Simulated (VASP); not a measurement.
# TaC (Fm-3m) in VASP: a series of runs, part 2 of 2

VASP 6.6.1.

**3. Single point, PBE+D3(BJ)**

This run uses another cell than the first one, of 10.16 Å³/atom, 1.028 times its volume.

INCAR reads:

```
ALGO = Normal ; EDIFF = 1E-6
ENCUT = 600 ; GGA = PE
GGA_COMPAT = False ; ISIF = 2
ISMEAR = 1 ; IVDW = 12
LASPH = True ; LCHARG = False
LREAL = False ; LWAVE = False
NBANDS = 14 ; NELM = 120
PREC = Accurate ; SIGMA = 0.15
```

KPOINTS reads:

```
k-points
0
Gamma
  11 11 11
```

POSCAR reads:

```
TaC
1.0
    0.0000000000      2.1659746708      2.1659746708
    2.1659746708      0.0000000000      2.1659746708
    2.1659746708      2.1659746708      0.0000000000
Ta C
1 1
Direct
    0.0000000000      0.0000000000      0.0000000000
    0.5000000000      0.5000000000      0.5000000000
```

Potentials or basis: VASP PAW PBE potentials, release 64 (Ta_pv, C).

Started as:

```sh
> cat potpaw_PBE.64/Ta_pv/POTCAR potpaw_PBE.64/C/POTCAR > POTCAR
> mpirun -np 1 vasp_std > vasp.out
```

OUTCAR:

```text
EDIFF = 1E-6
   ENCUT = 600
   GGA = PE
   ISIF = 2
   ISMEAR = 1
   IVDW = 12
   LASPH = True
   LREAL = False
   NELM = 120
   PREC = Accurate
 IVDW          = 12

 ion  position               nearest neighbor table
   1  0.000  0.000  0.000-   2 2.17   2 2.17   2 2.17   2 2.17   2 2.17   2 2.17
   2  0.500  0.500  0.500-   1 2.17   1 2.17   1 2.17   1 2.17   1 2.17   1 2.17

  LATTYP: Found a face centered cubic cell.
 ALAT       =     4.3319493416

  Lattice vectors:

 A1 = (   0.0000000000,   2.1659746708,   2.1659746708)
 A2 = (   2.1659746708,   0.0000000000,   2.1659746708)
 A3 = (   2.1659746708,   2.1659746708,   0.0000000000)

Analysis of symmetry for initial positions (statically):
=====================================================================
 Subroutine PRICEL returns:
 Original cell was already a primitive cell.

 Routine SETGRP: Setting up the symmetry group for a
 face centered cubic supercell.

 Subroutine GETGRP returns: Found 48 space group operations
[... 9 lines left out ...]

 Routine SETGRP: Setting up the symmetry group for a
 face centered cubic supercell.

 Subroutine GETGRP returns: Found 48 space group operations
[... 165 lines left out ...]
      6       7.7756      2.00000
      7       7.7756      2.00000
      8       8.7323      2.00000
      9       8.7323      2.00000
     10       8.7323      2.00000
     11      10.0270     -0.00000
     12      10.0270     -0.00000
     13      16.8757      0.00000
     14      19.4114      0.00000
[... 377 lines left out ...]
      1     -26.0792      2.00000
      2     -25.7507      2.00000
      3     -25.5745      2.00000
      4      -3.7771      2.00000
      5       2.9738      2.00000
      6       4.2386      2.00000
      7       4.6891      2.00000
      8       9.2860      1.96827
      9      11.4845     -0.00000
     10      11.7667     -0.00000
     11      13.5599      0.00000
     12      18.1997      0.00000
     13      19.0607      0.00000
     14      22.5646      0.00000

 [... further k-points ...]

------------------------ aborting loop because EDIFF is reached ----------------------------------------

 Edisp (eV)   -1.00405

 E8    (eV) :    -0.4721

  FORCE on cell =-STRESS in cart. coord.  units (eV):
  Direction    XX          YY          ZZ          XY          YZ          ZX
  --------------------------------------------------------------------------------------
  -------------------------------------------------------------------------------------
  Total       4.01284     4.01284     4.01284    -0.00000    -0.00000     0.00000
  in kB     316.35315   316.35315   316.35315    -0.00000    -0.00000     0.00000
  external pressure =      316.35 kB  Pullay stress =        0.00 kB

 VOLUME and BASIS-vectors are now :
 -----------------------------------------------------------------------------
  energy-cutoff  :      600.00
  volume of cell :       20.32
      direct lattice vectors                 reciprocal lattice vectors
     0.000000000  2.165974671  2.165974671    -0.230842958  0.230842958  0.230842958
     2.165974671  0.000000000  2.165974671     0.230842958 -0.230842958  0.230842958
     2.165974671  2.165974671  0.000000000     0.230842958  0.230842958 -0.230842958

 POSITION                                       TOTAL-FORCE (eV/Angst)
 -----------------------------------------------------------------------------------
      0.00000      0.00000      0.00000         0.000000     -0.000000     -0.000000
      2.16597      2.16597      2.16597        -0.000000      0.000000      0.000000
 -----------------------------------------------------------------------------------
    total drift:                                0.000000     -0.000000     -0.000000

  FREE ENERGIE OF THE ION-ELECTRON SYSTEM (eV)
  ---------------------------------------------------
  free  energy   TOTEN  =       -22.9608994568 eV

  energy  without entropy=      -22.9605036615  energy(sigma->0) =      -22.96076753
```

stdout:

```text
POSCAR found type information on POSCAR TaC
 POSCAR found :  2 types and       2 ions
 scaLAPACK will be used
 LDA part: xc-table for (Slater+PW92), standard interpolation
 POSCAR, INCAR and KPOINTS ok, starting setup
 FFT: planning ... GRIDC
 FFT: planning ... GRID_SOFT
 FFT: planning ... GRID
 WAVECAR not read
 entering main loop
```

Run time: 5.8 s. Hardware: 1 thread of Intel Xeon 6975P-C (Granite Rapids), shared host; peak memory 0.16 GiB.

What came out:

```
Free energy                : -22.9609 eV
Pressure                   : 31.6 GPa
Dispersion energy per atom : -0.502 eV
```

Levels at points of the mesh, in eV from the Fermi level:
```tsv
k point	band 5	band 6	band 7	band 8	band 9	band 10	band 11	band 12
(0.00, 0.00, 0.00)	-1.63	-1.63	-1.63	-0.67	-0.67	-0.67	0.62	0.62
```

Caveat: spin-orbit coupling is left out, which moves the levels of the heavy elements; pairwise dispersion overbinds metals, which lowers pressure and volume.

**4. Single point, PBE+D3(BJ)**

This run uses another cell than the first one, of 10.44 Å³/atom, 1.056 times its volume.

INCAR reads:

```
PREC     = Accurate       # precision mode
ENCUT    = 600            # plane-wave cutoff, eV
EDIFF    = 1E-6           # SCF threshold, eV
ISMEAR   = 1              # smearing method
SIGMA    = 0.15           # smearing width, eV
LREAL    = F              # projectors in reciprocal space
LASPH    = T              # aspherical terms in the spheres
NELM     = 120            # most SCF steps
ALGO     = Normal         # electronic algorithm
ISIF     = 2              # what is computed and relaxed
LWAVE    = F              # write WAVECAR
LCHARG   = F              # write CHGCAR
GGA      = PE             # functional
IVDW     = 12             # dispersion correction
NBANDS   = 14             # bands
GGA_COMPAT= F
```

KPOINTS reads:

```
Automatic mesh
0
Gamma
  11 11 11
```

POSCAR reads:

```
TaC
1.0
    0.0000000000      2.1853147536      2.1853147536
    2.1853147536      0.0000000000      2.1853147536
    2.1853147536      2.1853147536      0.0000000000
Ta C
1 1
Direct
    0.0000000000      0.0000000000      0.0000000000
    0.5000000000      0.5000000000      0.5000000000
```

Started as:

```sh
> cat potpaw_PBE.64/Ta_pv/POTCAR potpaw_PBE.64/C/POTCAR > POTCAR
> mpirun -np 1 vasp_std > vasp.out
```

Wall time 10 s (1 thread of Intel Xeon 6975P-C (Granite Rapids), shared host); peak memory 0.18 GiB.

The run converged. Its results:

| Property | Result |
| --- | --- |
| Free energy | -23.0492 eV |
| Pressure | 19.8 GPa |
| Dispersion energy per atom | -0.488 eV |

Levels at points of the mesh, in eV from the Fermi level:
```tsv
k point	band 6	band 7	band 8	band 9	band 10	band 11
(0.00, 0.00, 0.00)	-1.57	-1.57	-0.65	-0.65	-0.65	0.60
```

Caveat: spin-orbit coupling is left out, which moves the levels of the heavy elements; pairwise dispersion overbinds metals, which lowers pressure and volume.

**5. Overview**

```csv
cell,gap on the mesh (eV),pressure (GPa)
"a = 3.035 Å, angles 60.0°, 2 atoms",none,45.1
"a = 3.063 Å, angles 60.0°, 2 atoms",none,31.6
"a = 3.091 Å, angles 60.0°, 2 atoms",none,19.8
```

Alike in all rows: task single point; level PBE+D3(BJ); potentials or basis VASP PAW PBE potentials, release 64 (Ta_pv, C); no spin polarisation; k mesh 11 × 11 × 11; cutoff (eV) 600; smearing methfessel-paxton 0.15 eV.

Caveats: spin-orbit coupling is left out, which moves the levels of the heavy elements; pairwise dispersion overbinds metals, which lowers pressure and volume.

Absolute energies hang on the potentials; compare differences alone.
